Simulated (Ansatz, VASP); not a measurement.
Tl in VASP and in Ansatz

```xyz
1
Lattice="0.0000 2.4210 2.4210 2.4210 0.0000 2.4210 2.4210 2.4210 0.0000" Properties=species:S:1:pos:R:3 pbc="T T T"
Tl    0.0000    0.0000    0.0000
```

Alike in both runs: task single point; functional PBEsol; k mesh 16 × 16 × 16; occupations gaussian, width 0.15 eV; no spin polarisation.

```csv
,VASP,Ansatz
version,VASP 6.6.1,Ansatz 0.2.0
potentials or method,"VASP PAW PBE potentials, release 64 (Tl_d), cutoff 520 eV","scalar-relativistic, plane waves, PAW"
valence electrons in the cell,13,13
```

```csv
,VASP,Ansatz,Ansatz less VASP
gap on the k mesh at the Fermi level (eV),none,none,-
pressure (GPa),-0.2,-0.1,+0.04
```

VASP's potentials were made for PBE, not for PBEsol. A gap of «none» marks a metal or a gap that the smearing closes.

Neither program's run includes spin-orbit coupling.
